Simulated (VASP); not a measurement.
# C (Fd-3m) in VASP: further runs, part 2 of 2

VASP 6.6.1. Earlier steps stand in the parts before.

## Step 4: Relaxation of cell and atoms, PBE

This run uses another cell than the first one, of 8.74 Å³/atom, 1.505 times its volume.

File INCAR:

```
PREC = Accurate
ENCUT = 600
EDIFF = 1E-6
ISMEAR = 0
SIGMA = 0.02
LREAL = F
LASPH = T
NELM = 100
ALGO = Normal
ISIF = 3
LWAVE = F
LCHARG = F
GGA = PE
IBRION = 2
NSW = 80
EDIFFG = -0.02
```

File KPOINTS:

```
regular mesh
0
Gamma
  9 9 9
```

File POSCAR:

```
C
1.0
    0.0000000000      2.0600000000      2.0600000000
    2.0600000000      0.0000000000      2.0600000000
    2.0600000000      2.0600000000      0.0000000000
C
2
Direct
    0.0000000000      0.0000000000      0.0000000000
    0.2500000000      0.2500000000      0.2500000000
```

Potentials or basis: VASP PAW PBE potentials, release 64 (C).

Started as:

```console
cat potpaw_PBE.64/C/POTCAR > POTCAR
mpirun -np 1 vasp_std > vasp.out
```

OUTCAR:

```text
PREC = Accurate
   ENCUT = 600
   EDIFF = 1E-6
   ISMEAR = 0
   LREAL = F
   LASPH = T
   NELM = 100
   ISIF = 3
   GGA = PE
   IBRION = 2
   NSW = 80
   EDIFFG = -0.02

 ion  position               nearest neighbor table
   1  0.000  0.000  0.000-   2 1.78   2 1.78   2 1.78   2 1.78
   2  0.250  0.250  0.250-   1 1.78   1 1.78   1 1.78   1 1.78

  LATTYP: Found a face centered cubic cell.
 ALAT       =     4.1200000000

  Lattice vectors:

 A1 = (   0.0000000000,   2.0600000000,   2.0600000000)
 A2 = (   2.0600000000,   0.0000000000,   2.0600000000)
 A3 = (   2.0600000000,   2.0600000000,   0.0000000000)

Analysis of symmetry for initial positions (statically):
=====================================================================
 Subroutine PRICEL returns:
 Original cell was already a primitive cell.

 Routine SETGRP: Setting up the symmetry group for a
 face centered cubic supercell.

 Subroutine GETGRP returns: Found 48 space group operations
 (whereof 24 operations were pure point group operations)
 out of a pool of 48 trial point group operations.

The static configuration has the point symmetry T_d .
 The point group associated with its full space group is O_h .

Analysis of symmetry for dynamics (positions and initial velocities):
=====================================================================
 Subroutine PRICEL returns:
 Original cell was already a primitive cell.

 Routine SETGRP: Setting up the symmetry group for a
 face centered cubic supercell.

 Subroutine GETGRP returns: Found 48 space group operations
 (whereof 24 operations were pure point group operations)
 out of a pool of 48 trial point group operations.

The dynamic configuration has the point symmetry T_d .
 The point group associated with its full space group is O_h .

 Subroutine INISYM returns: Found 48 space group operations
 (whereof 24 operations are pure point group operations),
 and found     1 'primitive' translations

----------------------------------------------------------------------------------------
[... 120 lines left out ...]
   AEXX    =    0.0000 exact exchange contribution
   IVDW    =     0    specifies the selected vdW correction
   LEPSILON=     F    determine dielectric tensor
   LRPA    =     F    only Hartree local field effects (RPA)
 conjugate gradient relaxation of ions
 non-spin polarized calculation
 Gauss-broadening in eV      SIGMA  =   0.02
  energy-cutoff  :      600.00
  volume of cell :       17.48
 maximum number of plane-waves:       594
   NGX = 11   NGY = 11   NGZ = 11

--------------------------------------- Ionic step        1  -------------------------------------------

 number of electron       8.0000001 magnetization

 Free energy of the ion-electron system (eV)
  ---------------------------------------------------
  ext. energy  EPLUGINS =         0.00000000
  ---------------------------------------------------
  free energy    TOTEN  =       -16.02070817 eV

  energy without entropy =      -16.02070817  energy(sigma->0) =      -16.02070817

------------------------ aborting loop because EDIFF is reached ----------------------------------------

  FORCE on cell =-STRESS in cart. coord.  units (eV):
  Direction    XX          YY          ZZ          XY          YZ          ZX
  --------------------------------------------------------------------------------------
  -------------------------------------------------------------------------------------
  Total       -8.7435460     -8.7435460     -8.7435460     -0.0000000     -0.0000000      0.0000000
  in kB     -801.2472009   -801.2472009   -801.2472009     -0.0000000     -0.0000000      0.0000000
  external PRESSURE =    -801.2472009 kB  Pullay stress =       0.0000000 kB
[... 23 lines left out ...]
--------------------------------------- Ionic step        2  -------------------------------------------

 number of electron       8.0000000 magnetization

 E-fermi :  14.2657     XC(G=0): -14.6926

 val. band max:       14.1831050050   @ k =   0.0000   0.0000   0.0000
 cond. band min:      19.0327826811   @ k =   0.3333   0.3333   0.0000
 fundamental gap:      4.8496776761
 Fermi energy:        14.2656712077

 k-point     1 :       0.0000    0.0000    0.0000
  band No.  band energies     occupation
      1     -11.4044      2.00000
      2      14.1831      2.00000
      3      14.1831      2.00000
      4      14.1831      2.00000
      5      20.5476      0.00000
      6      20.5476      0.00000
      7      20.5476      0.00000
      8      34.4058      0.00000
[... 432 lines left out ...]
--------------------------------------- Ionic step        7  -------------------------------------------

 number of electron       8.0000000 magnetization

 Free energy of the ion-electron system (eV)
  ---------------------------------------------------
  ext. energy  EPLUGINS =         0.00000000
  ---------------------------------------------------
  free energy    TOTEN  =       -18.20740493 eV

  energy without entropy =      -18.20740493  energy(sigma->0) =      -18.20740493

 E-fermi :   9.8277     XC(G=0): -13.2300

 val. band max:        9.6664426211   @ k =   0.0000   0.0000   0.0000
 cond. band min:      13.8119837365   @ k =   0.3333   0.3333   0.0000
 fundamental gap:      4.1455411154
 Fermi energy:         9.8276803284

 k-point     1 :       0.0000    0.0000    0.0000
  band No.  band energies     occupation
      1     -11.7534      2.00000
      2       9.6664      2.00000
      3       9.6664      2.00000
      4       9.6664      2.00000
      5      15.2463      0.00000
      6      15.2463      0.00000
      7      15.2463      0.00000
      8      22.9049      0.00000
[... 282 lines left out ...]
  FREE ENERGIE OF THE ION-ELECTRON SYSTEM (eV)
  ---------------------------------------------------
  free  energy   TOTEN  =       -18.2074049258 eV

  energy  without entropy=      -18.2074049258  energy(sigma->0) =      -18.20740493

 reached required accuracy - stopping structural energy minimisation
```

It took 29 s on 1 thread of Intel Xeon Platinum 8375C at 2.90GHz (Ice Lake), shared host; peak memory 0.13 GiB.

Results:

```yaml
Free_energy: -18.2074 eV
Relaxed_volume: 5.69 Å³/atom
Relaxed_cell: a = 2.525 Å, b = 2.525 Å, c = 2.525 Å, α = 60.00°, β = 60.00°, γ = 60.00°
Space_group_after_relaxing_to_0.05_Å: Fd-3m (No. 227)
Energy_gained_by_relaxing: 1093.3 meV/atom
Ionic_steps: 7
Pressure_after_relaxing: 0.0 GPa
Band_gap_on_the_k_mesh: 4.15 eV, indirect (least direct gap 5.58 eV)
```

The path:
```tsv
step	energy change (eV)	largest force (eV/Å)	pressure (GPa)	volume (Å³)
1	0.0000	0.0000	-80.12	17.48
2	-0.7481	0.0000	204.38	8.59
3	-2.1830	0.0000	-6.60	11.57
4	-2.1865	0.0000	-1.62	11.43
5	-2.1862	0.0000	2.38	11.33
6	-2.1862	0.0000	-2.55	11.46
7	-2.1867	0.0000	0.01	11.39
```

Final structure:
```
C
1.0
     0.00000    1.78579    1.78579
     1.78579    0.00000    1.78579
     1.78579    1.78579    0.00000
C
2
Cartesian
  0.0000 0.0000 0.0000
  0.8929 0.8929 0.8929
```

Caveat: the volume moved by over 15 % at a fixed basis, so the end points are rough. A k mesh can miss the band edges.

## Step 5: Overview

```csv
task,cell,k mesh,cutoff (eV),gap on the mesh (eV),pressure (GPa)
single point,"a = 2.542 Å, angles 60.0°, 2 atoms",10 × 10 × 10,520,4.12,-7.7
relaxation of cell and atoms,"relaxed from a = 2.526 Å, angles 60.0°, 2 atoms",10 × 10 × 10,600,4.16,0.0
relaxation of cell and atoms,"relaxed from a = 2.913 Å, angles 60.0°, 2 atoms",9 × 9 × 9,600,4.15,0.0
```

Alike in all rows: level PBE; potentials or basis VASP PAW PBE potentials, release 64 (C); no spin polarisation; smearing gaussian 0.02 eV.

Caveats: the relaxation stopped at its first step, so nothing moved (some runs); the volume moved by over 15 % at a fixed basis, so the end points are rough (some runs).

Total energies depend on the potentials used, so only differences within one code and one set of settings carry meaning.
